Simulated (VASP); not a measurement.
Write the native input for VASP 6.6.1 that does the following.

```
Task                   : single point
Functional             : PBEsol
Potentials or basis    : VASP PAW PBE potentials, release 64 (Se, Zn)
Cutoff                 : 520 eV
k mesh                 : 8 × 8 × 8
Occupations            : fermi-dirac, width 0.05 eV
Spin                   : no spin polarisation
Dipole correction      : no
Further INCAR settings : ALGO = Normal; EDIFF = 1e-07; NBANDS = 16
```

The structure of ZnSe (Stilleite) lies in POSCAR:

```
ZnSe
1.0
    0.0000000000      2.7955007105      2.7955007105
    2.7955007105      0.0000000000      2.7955007105
    2.7955007105      2.7955007105      0.0000000000
Se Zn
1 1
Direct
    0.7500000000      0.7500000000      0.7500000000
    0.0000000000      0.0000000000      0.0000000000
```

This cell differs from its parent crystal: volume scaled by 0.96.

The input as run:

INCAR

```
PREC = Accurate
ENCUT = 520
EDIFF = 1E-7
ISMEAR = -1
SIGMA = 0.05
LREAL = F
LASPH = T
NELM = 60
ALGO = Normal
ISIF = 2
LWAVE = F
LCHARG = T
GGA = PS
LELF = T
LVHAR = T
NBANDS = 16
```

KPOINTS

```
regular mesh
0
Gamma
  8 8 8
```

Potentials or basis: VASP PAW PBE potentials, release 64 (Se, Zn).

Command:

```sh
$ cat potpaw_PBE.64/Se/POTCAR potpaw_PBE.64/Zn/POTCAR > POTCAR
$ mpirun -np 1 vasp_std > vasp.out
```

Results of the run:

The pressure is 1.9 GPa. The band gap on the k mesh is 1.33 eV, direct.

Caveat: the PAW data sets were made with another functional, which shifts forces and pressure a little.

Run time: 40 s on 1 thread of Intel Xeon 8259CL, with other jobs on the host, peak memory 0.18 GiB.
